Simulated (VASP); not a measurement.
Set up this calculation in VASP 6.6.1, as the native input.

| Property | Result |
| --- | --- |
| Task | single point |
| Functional | PBE |
| Potentials or basis | VASP PAW PBE potentials, release 64 (Yb, B) |
| Cutoff | 520 eV |
| k mesh | 15 × 15 × 12 |
| Occupations | gaussian, width 0.1 eV |
| Spin | no spin polarisation |
| Dipole correction | no |
| Further INCAR settings | ALGO = Normal; EDIFF = 1e-06; NBANDS = 22 |

The structure of YbB2 lies in POSCAR:

```
YbB2
1.0
    3.1675195334      0.0000000000      0.0000000000
   -1.5837597667      2.7431523829      0.0000000000
    0.0000000000      0.0000000000      3.7573639478
Yb B
1 2
Direct
    0.0000000000      0.0000000000      0.0000000000
    0.3333333333      0.6666666667      0.5000000000
    0.6666666667      0.3333333333      0.5000000000
```

The input as run:

INCAR

```
ALGO = Normal
EDIFF = 1E-6
ENCUT = 520
GGA = PE
ISIF = 2
ISMEAR = 0
LASPH = True
LCHARG = False
LREAL = False
LWAVE = False
NBANDS = 22
NELM = 100
PREC = Accurate
SIGMA = 0.1
```

KPOINTS

```
k-points
0
Gamma
  15 15 12
```

Potentials or basis: VASP PAW PBE potentials, release 64 (Yb, B).

Run with:

```sh
$ cat potpaw_PBE.64/Yb/POTCAR potpaw_PBE.64/B/POTCAR > POTCAR
$ mpirun -np 1 vasp_std > vasp.out
```

Results of the run:

```yaml
Pressure: 10.5 GPa
Band_gap_on_the_k_mesh: zero (bands 15 and 16 overlap by 1.38 eV)
```

Caveat: the cell stands under pressure; spin-orbit coupling is left out, which moves the levels of the heavy elements.

It took 5.4 min on 1 thread of AMD EPYC 9R45 (Zen 5), on a shared host, peak memory 0.24 GiB.
